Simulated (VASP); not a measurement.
A run of VASP 6.6.1 is set up as follows.

Contents of INCAR:

```
SYSTEM = Al
PREC = Accurate
ENCUT = 600
EDIFF = 1E-6
ISMEAR = -1
SIGMA = 0.1
LREAL = .False.
LASPH = .True.
NELM = 60
ALGO = Normal
ISIF = 3
LWAVE = .False.
LCHARG = .False.
IBRION = 2
NSW = 80
EDIFFG = -0.01
```

File KPOINTS:

```
regular mesh
0
Gamma
  5 5 5
  0 0 0
```

File POSCAR:

```
Al
1.0
    5.1021510852      0.0000000000      0.0000000000
    0.0000000000      5.1021510852      0.0000000000
    0.0000000000      0.0000000000      5.1021510852
Al
8
Direct
    0.0000000000      0.0000000000      0.0000000000
    0.5000000000      0.5000000000      0.5000000000
    0.2500000000      0.0000000000      0.5000000000
    0.7500000000      0.0000000000      0.5000000000
    0.5000000000      0.2500000000      0.0000000000
    0.5000000000      0.7500000000      0.0000000000
    0.0000000000      0.5000000000      0.2500000000
    0.0000000000      0.5000000000      0.7500000000
```

Potentials or basis: VASP PAW LDA potentials, release 64 (Al).

Run with:

```sh
$ cat potpaw_LDA.64/Al/POTCAR > POTCAR
$ mpirun -np 1 vasp_std > vasp.out
```

(1) What does it give for the band gap on the k mesh?

(2) Estimate the space group after relaxing (to 0.05 Å).

(3) Predict the relaxed cell.

Results:

(1) zero (band 12 reaches 9.98 eV, above the bottom of band 13 at 7.39 eV).

(2) Pm-3n (No. 223).

(3) a = 5.065 Å, b = 5.065 Å, c = 5.065 Å, α = 90.00°, β = 90.00°, γ = 90.00°.
